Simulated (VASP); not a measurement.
Write the native input for VASP 6.6.1 that does the following.

```
Task                   : single point
Functional             : PBE
Potentials or basis    : VASP PAW PBE potentials, release 64 (Se, Pt, N)
Cutoff                 : 520 eV
k mesh                 : 4 × 4 × 1
Occupations            : fermi-dirac, width 0.05 eV
Spin                   : no spin polarisation
Dipole correction      : yes
Further INCAR settings : ALGO = Normal; EDIFF = 1e-06; NBANDS = 62
```

The structure of Pt2Se4N lies in POSCAR:

```
Pt2Se4N
1.0
    7.4480012092      0.0000000000      0.0000000000
   -3.7240006046      6.4501582546      0.0000000000
    0.0000000000      0.0000000000     21.6310000000
Se Pt N
8 4 2
Direct
    0.3333333334      0.1666666667      0.3698395821
    0.3333333334      0.6666666667      0.3698395821
    0.8333333334      0.1666666667      0.3698395821
    0.8333333334      0.6666666667      0.3698395821
    0.1666666667      0.3333333333      0.4868475799
    0.1666666666      0.8333333333      0.4868475799
    0.6666666667      0.3333333333      0.4868475799
    0.6666666666      0.8333333333      0.4868475799
    0.0000000000      0.0000000000      0.4283435810
    0.0000000000      0.5000000000      0.4283435810
    0.5000000000      0.0000000000      0.4283435810
    0.5000000000      0.5000000000      0.4283435810
    0.6666666666      0.8333333333      0.6172160325
    0.6666666666      0.8333333333      0.6680689751
```

These files were run (other wordings do the same):

INCAR

```
SYSTEM = Pt2Se4N
PREC = Accurate
ENCUT = 520
EDIFF = 1E-6
ISMEAR = -1
SIGMA = 0.05
LREAL = .False.
LASPH = .True.
NELM = 100
ALGO = Normal
ISIF = 2
LWAVE = .False.
LCHARG = .False.
LDIPOL = .True.
IDIPOL = 3
DIPOL = 0.5 0.5 0.459
GGA = PE
NBANDS = 62
```

KPOINTS

```
Automatic mesh
0
Gamma
  4 4 1
  0 0 0
```

Potentials or basis: VASP PAW PBE potentials, release 64 (Se, Pt, N).

Run with:

```bash
$ cat potpaw_PBE.64/Se/POTCAR potpaw_PBE.64/Pt/POTCAR potpaw_PBE.64/N/POTCAR > POTCAR
$ mpirun -np 1 vasp_std > vasp.out
```

Results of the run:

```json
{
  "Largest force": "2.247 eV/Å",
  "Band gap on the k mesh": "1.34 eV, indirect (least direct gap 1.45 eV)"
}
```

Caveat: the standard files for N, O and F lose accuracy on very short bonds; spin-orbit coupling is left out, which moves the levels of the heavy elements.

It took 18 min on 1 thread of Oxide Virtual Turin-like Processor, on a shared host, peak memory 1 GiB.
